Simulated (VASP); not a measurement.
A run of VASP 6.6.1:

INCAR

```
PREC = Accurate
ENCUT = 520
EDIFF = 1E-7
ISMEAR = 0
SIGMA = 0.15
LREAL = False
LASPH = True
NELM = 150
ALGO = Normal
ISIF = 2
LWAVE = False
LCHARG = False
ISPIN = 2
MAGMOM = 2.74 0.37
LORBIT = 11
LMAXMIX = 4
GGA = PS
NBANDS = 18
```

The input KPOINTS:

```
Automatic mesh
0
Gamma
  20 20 20
```

Contents of POSCAR:

```
CoO
1.0
    0.0000000000      2.1315000000      2.1315000000
    2.1315000000      0.0000000000      2.1315000000
    2.1315000000      2.1315000000      0.0000000000
Co O
1 1
Direct
    0.0000000000      0.0000000000      0.0000000000
    0.5000000000      0.5000000000      0.5000000000
```

Potentials or basis: VASP PAW PBE potentials, release 64 (Co, O).

Run with:

```console
$ cat potpaw_PBE.64/Co/POTCAR potpaw_PBE.64/O/POTCAR > POTCAR
$ mpirun -np 1 vasp_std > vasp.out
```

Hardware: 1 thread of Intel(R) Xeon(R) Platinum 8375C CPU @ 2.90GHz (Ice Lake) (shared host).

Problem. Estimate the wall time of this run.

Solution. It took 110 s on 1 thread of Intel(R) Xeon(R) Platinum 8375C CPU @ 2.90GHz (Ice Lake) (shared host), peak memory 0.26 GiB. Counts: scf iterations 18, k points 256.
